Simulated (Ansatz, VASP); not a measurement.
CdS: VASP beside Ansatz

```
Cd S
1.0
     4.16499    0.00000    0.00000
    -2.08250    3.60699    0.00000
     0.00000    0.00000    6.76709
Cd S
2 2
Direct
  0.33333 0.66667 0.99903
  0.66667 0.33333 0.49903
  0.33333 0.66667 0.37597
  0.66667 0.33333 0.87597
```

Alike in both runs: functional r2SCAN; k mesh 6 × 6 × 4; occupations fermi-dirac, width 0.02 eV; no spin polarisation.

Ansatz relaxed the structure, and its values are those at the end. VASP's run is a single point on that final structure, the one shown.

|  | VASP | Ansatz |
| --- | --- | --- |
| version | VASP 6.6.1 | Ansatz 0.2.0 |
| potentials or method | VASP PAW PBE potentials, release 64 (Cd, S), cutoff 520 eV | PAW plane waves |
| valence electrons in the cell | 36 | 52 |

Ansatz gave:

```
gap on the k mesh at the Fermi level (eV) : 1.63
pressure (GPa)                            : 0.0
```

**Question.** Which values does VASP return?

**Answer.** gap on the k mesh at the Fermi level (eV): 1.63; pressure (GPa): 0.3.

VASP's potentials were made for PBE, not for r2SCAN. VASP's potentials hold 36 valence electrons a cell and Ansatz's 52, so a difference there can come from the potentials and not from the codes.
